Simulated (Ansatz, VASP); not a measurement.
SrInO4: VASP beside Ansatz

```xyz
6
Lattice="4.0240 0.0000 0.0000 0.0000 4.0240 0.0000 0.0000 0.0000 6.1042" Properties=species:S:1:pos:R:3 pbc="T T T"
Sr    2.0120    2.0120    3.0521
In    0.0000    0.0000    0.0000
O     0.0000    0.0000    3.7850
O     2.0120    0.0000    0.0000
O     0.0000    2.0120    0.0000
O     0.0000    0.0000    2.3192
```

Alike in both runs: functional PBE; k mesh 4 × 4 × 4; occupations gaussian, width 0.1 eV; collinear spin.

Ansatz relaxed the structure, and its values are those at the end. VASP's run is a single point on that final structure, the one shown.

|  | VASP | Ansatz |
| --- | --- | --- |
| version | VASP 6.6.1 | Ansatz 0.2.0 |
| potentials or method | VASP PAW PBE potentials, release 64 (Sr_sv, In_d, O), cutoff 520 eV | scalar-relativistic, plane waves, PAW |
| valence electrons in the cell | 47 | 47 |

|  | VASP | Ansatz | Ansatz less VASP |
| --- | --- | --- | --- |
| gap on the k mesh at the Fermi level (eV) | none | none | - |
| pressure (GPa) | 0.4 | 0.0 | -0.36 |
| rms of the force components (eV/Å) | 0.068 | 0.000 | -0.0679 |
| net moment per atom (μB) | 0.14 | 0.14 | 0.000 |
| size of the moment on the site where the two differ most (μB) | 0.29 | 0.31 | +0.020 |

Site moments also hang on the region over which each program counts them. A gap of «none» marks a metal or a gap that the smearing closes. With one functional, cell and mesh, what is left measures potentials, basis and numerics.

The k mesh is coarse, so the values compare programs but aren't converged.
